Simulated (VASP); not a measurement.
Hf, 1 atom in the cell. It takes space group Fm-3m (No. 225, cubic). The conventional cell has a = 4.349 Å, b = 4.349 Å, c = 4.349 Å, α = 90.00°, β = 90.00°, γ = 90.00°. Hf (site symmetry m-3m) has 12 Hf at 3.08 Å within 4.0 Å. 

- Program: VASP 6.6.1
- Task: single point
- Functional: r2SCAN
- Potentials or basis: VASP PAW PBE potentials, release 64 (Hf_pv)
- Cutoff: 520 eV
- k mesh: 10 × 10 × 10
- Occupations: fermi-dirac, width 0.05 eV
- Spin: no spin polarisation
- Dipole correction: no
- Further INCAR settings: ALGO = Normal; EDIFF = 1e-07; NBANDS = 11

Potentials or basis: VASP PAW PBE potentials, release 64 (Hf_pv).

Run with:

```console
$ cat potpaw_PBE.64/Hf_pv/POTCAR > POTCAR
$ cp INCAR.step1 INCAR
$ mpirun -np 1 vasp_std > vasp.out
$ cp INCAR.step2 INCAR
$ mpirun -np 1 vasp_std > vasp.out
```

Hardware: 1 thread of Intel(R) Xeon(R) Platinum 8559C (Emerald Rapids) (shared host).

Estimate the wall time of this run.

It took 21 s on 1 thread of Intel(R) Xeon(R) Platinum 8559C (Emerald Rapids) (shared host), peak memory 0.14 GiB. Counts: k points 47.
